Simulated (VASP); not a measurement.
# Na17H15 (a cell with a defect) in VASP: notebook

Na17H15 (a cell with a defect) is run at these levels: PBE; tasks: single point.

All numbers are computed with VASP 6.6.1; they aren't measurements. Logs are shortened: lines on timing, memory, paths and dates and some standing lists are left out, and cuts for length are marked.

## 1. The cell of the first run

The cell holds a defect, 32 atoms: a = 8.367 Å, b = 8.367 Å, c = 8.367 Å, α = 109.47°, β = 109.47°, γ = 109.47°.

## 2. Single point, PBE

File INCAR:

```
SYSTEM = Na17H15
PREC     = Accurate       ! precision mode
ENCUT    = 520            ! plane-wave cutoff, eV
EDIFF    = 1E-6           ! SCF threshold, eV
ISMEAR   = 0              ! smearing method
SIGMA    = 0.01           ! smearing width, eV
LREAL    = Auto         
LASPH    = .True.         ! aspherical terms in the spheres
NELM     = 100            ! most SCF steps
ALGO     = Normal         ! electronic algorithm
ISIF     = 2              ! what is computed and relaxed
LWAVE    = .False.        ! write WAVECAR
LCHARG   = .False.        ! write CHGCAR
GGA      = PE             ! functional
NBANDS   = 89             ! bands
```

File KPOINTS:

```
Automatic mesh
0
Gamma
  2 2 2
  0.5 0.5 0.5
```

File POSCAR:

```
Na17H15
1.0
   -4.8309073878      4.8309073878      4.8309073878
    4.8309073878     -4.8309073878      4.8309073878
    4.8309073878      4.8309073878     -4.8309073878
Na H
17 15
Direct
    0.5000000000      0.4687892374     -0.0312107626
    0.5000000000      0.7500000000      0.7500000000
    0.5000000000      0.0312107626      0.5312107626
    0.7500000000      0.2500000000      0.0000000000
    0.5000000000      0.2500000000      0.2500000000
    0.7500000000      0.5000000000      0.7500000000
    0.7812107626      0.7500000000      0.5312107626
    0.0000000000      0.0000000000      0.0000000000
    0.7812107626      0.0312107626      0.2500000000
    0.0000000000      0.2500000000      0.7500000000
    0.0000000000      0.5000000000      0.5000000000
    0.2187892374      0.7500000000     -0.0312107626
    0.0000000000      0.7500000000      0.2500000000
    0.2500000000      0.0000000000      0.7500000000
    0.2500000000      0.2500000000      0.5000000000
    0.2187892374      0.4687892374      0.2500000000
    0.5000000000      0.7500000000      0.2500000000
    0.5000000000      0.0046949207     -0.0046949207
    0.5000000000      0.2500000000      0.7500000000
    0.7546949207      0.4953050793      0.2500000000
    0.5000000000      0.4953050793      0.5046949207
    0.7546949207      0.7500000000     -0.0046949207
    0.7546949207      0.0046949207      0.7593898414
    0.0000000000      0.2500000000      0.2500000000
    0.7546949207      0.2593898414      0.5046949207
   -0.0093898414      0.4953050793     -0.0046949207
    0.0000000000      0.7500000000      0.7500000000
    0.2453050793      0.0046949207      0.2500000000
    0.0093898414      0.0046949207      0.5046949207
    0.2453050793      0.2406101586     -0.0046949207
    0.2453050793      0.4953050793      0.7406101586
    0.2453050793      0.7500000000      0.5046949207
```

Potentials or basis: VASP PAW PBE potentials, release 64 (Na_pv, H).

Run with:

```sh
> cat potpaw_PBE.64/Na_pv/POTCAR potpaw_PBE.64/H/POTCAR > POTCAR
> mpirun -np 1 vasp_std > vasp.out
```

OUTCAR:

```text
SYSTEM = Na17H15
   PREC = Accurate
   ENCUT = 520
   EDIFF = 1E-6
   ISMEAR = 0
   LREAL = Auto
   LASPH = .True.
   NELM = 100
   ISIF = 2
   GGA = PE

 ion  position               nearest neighbor table
   1  0.500  0.469  0.969-  17 2.72
   2  0.500  0.750  0.750-
   3  0.500  0.031  0.531-  17 2.72
   4  0.750  0.250  0.000-
   5  0.500  0.250  0.250-
   6  0.750  0.500  0.750-
   7  0.781  0.750  0.531-  17 2.72
   8  0.000  0.000  0.000-
   9  0.781  0.031  0.250-  17 2.72
  10  0.000  0.250  0.750-
  11  0.000  0.500  0.500-
  12  0.219  0.750  0.969-  17 2.72
  13  0.000  0.750  0.250-
  14  0.250  0.000  0.750-
  15  0.250  0.250  0.500-
  16  0.219  0.469  0.250-  17 2.72
  17  0.500  0.750  0.250-   1 2.72   3 2.72   7 2.72   9 2.72  12 2.72  16 2.72
  18  0.500  0.005  0.995-
  19  0.500  0.250  0.750-
  20  0.755  0.495  0.250-
  21  0.500  0.495  0.505-
  22  0.755  0.750  0.995-
  23  0.755  0.005  0.759-
  24  0.000  0.250  0.250-
  25  0.755  0.259  0.505-
  26  0.991  0.495  0.995-
  27  0.000  0.750  0.750-
  28  0.245  0.005  0.250-
  29  0.009  0.005  0.505-
  30  0.245  0.241  0.995-
  31  0.245  0.495  0.741-
  32  0.245  0.750  0.505-

  LATTYP: Found a body centered cubic cell.
 ALAT       =     9.6618147756

  Lattice vectors:

 A1 = (  -4.8309073878,   4.8309073878,   4.8309073878)
 A2 = (   4.8309073878,  -4.8309073878,   4.8309073878)
 A3 = (   4.8309073878,   4.8309073878,  -4.8309073878)

Analysis of symmetry for initial positions (statically):
=====================================================================
 Subroutine PRICEL returns:
 Original cell was already a primitive cell.

 Routine SETGRP: Setting up the symmetry group for a
 body centered cubic supercell.

 Subroutine GETGRP returns: Found 48 space group operations
 (whereof  8 operations were pure point group operations)
 out of a pool of 48 trial point group operations.

The static configuration has the point symmetry D_2d.
 The point group associated with its full space group is O_h .

Analysis of symmetry for dynamics (positions and initial velocities):
=====================================================================
 Subroutine PRICEL returns:
 Original cell was already a primitive cell.

[... 152 lines left out ...]
   ISYM   =      2    0-nonsym 1-usesym 2-fastsym
   POTIM  = 0.5000    time-step for ionic-motion
   TEBEG  =    0.0;   TEEND  =   0.0 temperature during run
   PSTRESS=    0.0 pullay stress
   NELECT =     134.0000    total number of electrons
   NUPDOWN=      -1.0000    fix difference up-down
   EMIN   =  10.00;   EMAX   =-10.00  energy-range for DOS
   EFERMI =   0.00;   METHOD = LEGACY
   ISMEAR =     0;   SIGMA  =   0.01  broadening in eV -4-tet -1-fermi 0-gaus
   EFERMI_NEDOS =   21; number of points for ismear=-14 and -15
   IALGO  =     38    algorithm
   IMIX   =      4    mixing-type and parameters
     AMIX     =   0.40;   BMIX     =  1.00
     AMIX_MAG =   1.60;   BMIX_MAG =  1.00
  volume/ion in A,a.u.               =      14.09        95.10
  Fermi-wavevector in a.u.,A,eV,Ry     =   1.092432  2.064397 16.237295  1.193408
  Thomas-Fermi vector in A             =   2.228697
   LORBIT       =      0    0 simple, 1 ext, 2 COOP (PROOUT), +10 PAW based schemes
   GGA     = PE    functional components
   LHFCALC =     F    Hartree Fock is set to
   AEXX    =    0.0000 exact exchange contribution
   IVDW    =     0    specifies the selected vdW correction
   LEPSILON=     F    determine dielectric tensor
   LRPA    =     F    only Hartree local field effects (RPA)
 non-spin polarized calculation
 Gauss-broadening in eV      SIGMA  =   0.01
  energy-cutoff  :      520.00
  volume of cell :      450.97
 maximum number of plane-waves:     12134
 NGX is ok and might be reduce to    64
   NGX = 31   NGY = 31   NGZ = 31

 number of electron     134.0000185 magnetization

 Free energy of the ion-electron system (eV)
  ---------------------------------------------------
  ext. energy  EPLUGINS =         0.00000000
  ---------------------------------------------------
  free energy    TOTEN  =       -75.85886796 eV

  energy without entropy =      -75.85886796  energy(sigma->0) =      -75.85886796

 E-fermi :   1.6399     XC(G=0):  -7.9282

 val. band max:        1.5824068669   @ k =  -0.2500   0.2500   0.2500
 cond. band min:       3.3671649796   @ k =  -0.2500   0.2500   0.2500
 fundamental gap:      1.7847581126
 Fermi energy:         1.6399246967

 k-point     1 :       0.2500    0.2500    0.2500
  band No.  band energies     occupation
      1     -23.4578      2.00000
      2     -23.4578      2.00000
      3     -23.4578      2.00000
      4     -23.1664      2.00000
      5     -23.1534      2.00000
      6     -23.1534      2.00000
[... 71 lines left out ...]
     78       4.1021      0.00000
     79       4.8489      0.00000

 k-point     2 :      -0.2500    0.2500    0.2500
  band No.  band energies     occupation
      1     -23.4578      2.00000
      2     -23.4567      2.00000
      3     -23.4567      2.00000
      4     -23.1809      2.00000
      5     -23.1694      2.00000
      6     -23.1573      2.00000
[... 71 lines left out ...]
     78       4.9054      0.00000
     79       5.2483      0.00000
 [bands above 79 left out]

------------------------ aborting loop because EDIFF is reached ----------------------------------------

  FORCE on cell =-STRESS in cart. coord.  units (eV):
  Direction    XX          YY          ZZ          XY          YZ          ZX
  --------------------------------------------------------------------------------------
  -------------------------------------------------------------------------------------
  Total        6.8135314      6.8135314      6.8135314      0.0000000      0.0000000      0.0000000
  in kB       24.2067630     24.2067630     24.2067630      0.0000000      0.0000000      0.0000000
  external PRESSURE =      24.2067630 kB  Pullay stress =       0.0000000 kB

 VOLUME and BASIS-vectors are now :
 -----------------------------------------------------------------------------
  energy-cutoff  :      520.00
  volume of cell :      450.97
      direct lattice vectors                 reciprocal lattice vectors
    -4.830907388  4.830907388  4.830907388     0.000000000  0.103500225  0.103500225
     4.830907388 -4.830907388  4.830907388     0.103500225  0.000000000  0.103500225
     4.830907388  4.830907388 -4.830907388     0.103500225  0.103500225  0.000000000

 POSITION                                       TOTAL-FORCE (eV/Angst)
 -----------------------------------------------------------------------------------
      4.52935      4.83091      0.00000         0.017571      0.000000     -0.000000
      4.83091      2.41545      2.41545        -0.000000      0.000000     -0.000000
      0.30155      4.83091      0.00000        -0.017571      0.000000     -0.000000
     -2.41545      2.41545      4.83091        -0.000000      0.000000     -0.000000
      0.00000      2.41545      2.41545        -0.000000      0.000000     -0.000000
      2.41545      4.83091      2.41545        -0.000000      0.000000     -0.000000
[... 24 lines left out ...]
      4.78555      2.37009      0.00000        -0.014975     -0.014975     -0.000000
      4.87627      0.00000      2.37009         0.014975      0.000000     -0.014975
 -----------------------------------------------------------------------------------
    total drift:                               -0.000000      0.000000     -0.000000

  FREE ENERGIE OF THE ION-ELECTRON SYSTEM (eV)
  ---------------------------------------------------
  free  energy   TOTEN  =       -75.8588679599 eV

  energy  without entropy=      -75.8588679599  energy(sigma->0) =      -75.85886796
```

OSZICAR:

```text
N       E                     dE             d eps       ncg     rms          rms(c)
DAV:   1     0.142524141722E+04    0.14252E+04   -0.68375E+04   364   0.168E+03
DAV:   2     0.677855665679E+02   -0.13575E+04   -0.13188E+04   356   0.486E+02
DAV:   3    -0.744574344792E+02   -0.14224E+03   -0.13964E+03   390   0.178E+02
DAV:   4    -0.823105000725E+02   -0.78531E+01   -0.78055E+01   399   0.368E+01
DAV:   5    -0.824654086162E+02   -0.15491E+00   -0.15485E+00   391   0.555E+00    0.124E+01
DAV:   6    -0.772123279421E+02    0.52531E+01   -0.37310E+00   415   0.531E+00    0.576E+00
DAV:   7    -0.757885546034E+02    0.14238E+01   -0.43706E+00   407   0.432E+00    0.133E+00
DAV:   8    -0.758633028713E+02   -0.74748E-01   -0.23149E-01   367   0.238E+00    0.393E-01
DAV:   9    -0.758587816413E+02    0.45212E-02   -0.26689E-02   448   0.824E-01    0.710E-02
DAV:  10    -0.758588403334E+02   -0.58692E-04   -0.20188E-03   383   0.216E-01    0.411E-02
DAV:  11    -0.758588752934E+02   -0.34960E-04   -0.27453E-04   416   0.588E-02    0.206E-02
DAV:  12    -0.758588665783E+02    0.87151E-05   -0.35809E-05   328   0.173E-02    0.544E-03
DAV:  13    -0.758588678346E+02   -0.12563E-05   -0.55076E-06   304   0.848E-03    0.200E-03
DAV:  14    -0.758588679599E+02   -0.12526E-06   -0.47868E-07   240   0.340E-03
   1 F= -.75858868E+02 E0= -.75858868E+02  d E =-.181434E-16
```

stdout:

```text
POSCAR found type information on POSCAR NaH
 POSCAR found :  2 types and      32 ions
 scaLAPACK will be used
 LDA part: xc-table for (Slater+PW92), standard interpolation
 POSCAR, INCAR and KPOINTS ok, starting setup
 FFT: planning ... GRIDC
 FFT: planning ... GRID_SOFT
 FFT: planning ... GRID
 WAVECAR not read
 entering main loop
```

It took 2.7 min on 1 thread of Intel Xeon Platinum 8259CL at 2.50GHz (Skylake/Cascade Lake), shared host; peak memory 0.56 GiB.

What came out:

| Item | Value |
| --- | --- |
| Free energy | -75.8589 eV |
| Pressure | 2.4 GPa |
| Largest force | 0.021 eV/Å |
| Band gap on the k mesh | 1.78 eV |

Forces in eV/Å, atoms in the order of the input:
```
Na   0.018  0.000  0.000
Na   0.000  0.000  0.000
Na  -0.018  0.000  0.000
Na   0.000  0.000  0.000
Na   0.000  0.000  0.000
Na   0.000  0.000  0.000
Na   0.000 -0.018  0.000
Na   0.000  0.000  0.000
Na   0.000  0.000 -0.018
Na   0.000  0.000  0.000
Na   0.000  0.000  0.000
Na   0.000  0.018  0.000
Na   0.000  0.000  0.000
Na   0.000  0.000  0.000
Na   0.000  0.000  0.000
Na   0.000  0.000  0.018
Na   0.000  0.000  0.000
H    0.000 -0.015  0.015
H    0.000  0.000  0.000
H   -0.015  0.015  0.000
H    0.000  0.015 -0.015
H   -0.015  0.000  0.015
H    0.015  0.015  0.000
H    0.000  0.000  0.000
H    0.015  0.000  0.015
H    0.000 -0.015 -0.015
H    0.000  0.000  0.000
H    0.015 -0.015  0.000
H    0.000  0.015  0.015
H   -0.015  0.000 -0.015
H   -0.015 -0.015  0.000
H    0.015  0.000 -0.015
```

## 3. Single point, PBE, collinear spin

File INCAR:

```
  PREC = Accurate
  ENCUT = 520
  EDIFF = 1E-6
  ISMEAR = 0
  SIGMA = 0.01
  LREAL = Auto
  LASPH = T
  NELM = 150
  ALGO = Normal
  ISIF = 2
  LWAVE = F
  LCHARG = F
  ISPIN = 2
  MAGMOM = 0.143 0 0.143 0 0 0 0.143 0 0.143 0 0 0.143 0 0 0 0.143 0.143 0 0 0 0 0 0 0 0 0 0 0 0 0 0 0
  LORBIT = 11
  GGA = PE
  NELECT = 133.0
  NBANDS = 93
```

KPOINTS is that of step 2.

File POSCAR:

```
Na17H15
1.0
   -4.8309073878      4.8309073878      4.8309073878
    4.8309073878     -4.8309073878      4.8309073878
    4.8309073878      4.8309073878     -4.8309073878
Na H
17 15
Direct
    0.5000000000      0.4650389537     -0.0349610463
    0.5000000000      0.7500000000      0.7500000000
    0.5000000000      0.0349610463      0.5349610463
    0.7500000000      0.2500000000      0.0000000000
    0.5000000000      0.2500000000      0.2500000000
    0.7500000000      0.5000000000      0.7500000000
    0.7849610463      0.7500000000      0.5349610463
    0.0000000000      0.0000000000      0.0000000000
    0.7849610463      0.0349610463      0.2500000000
    0.0000000000      0.2500000000      0.7500000000
    0.0000000000      0.5000000000      0.5000000000
    0.2150389537      0.7500000000     -0.0349610463
    0.0000000000      0.7500000000      0.2500000000
    0.2500000000      0.0000000000      0.7500000000
    0.2500000000      0.2500000000      0.5000000000
    0.2150389537      0.4650389537      0.2500000000
    0.5000000000      0.7500000000      0.2500000000
    0.5000000000     -0.0016860006      0.0016860006
    0.5000000000      0.2500000000      0.7500000000
    0.7483139994      0.5016860006      0.2500000000
    0.5000000000      0.5016860006      0.4983139994
    0.7483139994      0.7500000000      0.0016860006
    0.7483139994     -0.0016860006      0.7466279987
    0.0000000000      0.2500000000      0.2500000000
    0.7483139994      0.2466279987      0.4983139994
    0.0033720013      0.5016860006      0.0016860006
    0.0000000000      0.7500000000      0.7500000000
    0.2516860006     -0.0016860006      0.2500000000
   -0.0033720013     -0.0016860006      0.4983139994
    0.2516860006      0.2533720013      0.0016860006
    0.2516860006      0.5016860006      0.7533720013
    0.2516860006      0.7500000000      0.4983139994
```

Potentials or basis: VASP PAW PBE potentials, release 64 (Na_pv, H).

Run with:

```sh
> cat potpaw_PBE.64/Na_pv/POTCAR potpaw_PBE.64/H/POTCAR > POTCAR
> mpirun -np 1 vasp_std > vasp.out
```

Run time: 5.5 min. Hardware: 1 thread of Intel Xeon Platinum 8259CL at 2.50GHz (Skylake/Cascade Lake), shared host; peak memory 0.78 GiB.

It converged, with:

| Quantity | Value |
| --- | --- |
| Free energy | -77.5411 eV |
| Largest force | 0.003 eV/Å |
| Net moment | 1.00 μB per cell |
| Site moments | Na +0.01, +0.00, +0.14 (each value once); H +0.00 μB |
| Valence electrons inside the program's atomic spheres | Na 6.07, 6.04, 6.05, 6.12 (each value once); H 0.51, 0.54 (each value once) |

Forces in eV/Å, atoms in the order of the input:
```
Na   0.003  0.000  0.000
Na   0.000  0.000  0.000
Na  -0.003  0.000  0.000
Na   0.000  0.000  0.000
Na   0.000  0.000  0.000
Na   0.000  0.000  0.000
Na   0.000 -0.003  0.000
Na   0.000  0.000  0.000
Na   0.000  0.000 -0.003
Na   0.000  0.000  0.000
Na   0.000  0.000  0.000
Na   0.000  0.003  0.000
Na   0.000  0.000  0.000
Na   0.000  0.000  0.000
Na   0.000  0.000  0.000
Na   0.000  0.000  0.003
Na   0.000  0.000  0.000
H    0.000  0.000  0.000
H    0.000  0.000  0.000
H    0.000  0.000  0.000
H    0.000  0.000  0.000
H    0.000  0.000  0.000
H    0.000  0.000  0.000
H    0.000  0.000  0.000
H    0.000  0.000  0.000
H    0.000  0.000  0.000
H    0.000  0.000  0.000
H    0.000  0.000  0.000
H    0.000  0.000  0.000
H    0.000  0.000  0.000
H    0.000  0.000  0.000
H    0.000  0.000  0.000
```

Levels at points of the mesh, in eV from the Fermi level:
Spin up:
```csv
k point,band 65,band 66,band 67,band 68,band 69,band 70
"(0.25, 0.25, 0.25)",-2.76,-2.76,-0.22,2.21,2.21,2.21
```
Spin down:
```csv
k point,band 62,band 63,band 64,band 65,band 66,band 67,band 68,band 69,band 70,band 71
"(0.25, 0.25, 0.25)",-2.74,-2.74,-2.73,-2.73,-2.73,0.47,2.62,2.62,2.62,2.75
```

Caveat: the cell carries a net charge on a neutralising background, which shifts energy and pressure; the cell is charged against a uniform background, so pressure and absolute levels hang on convention.
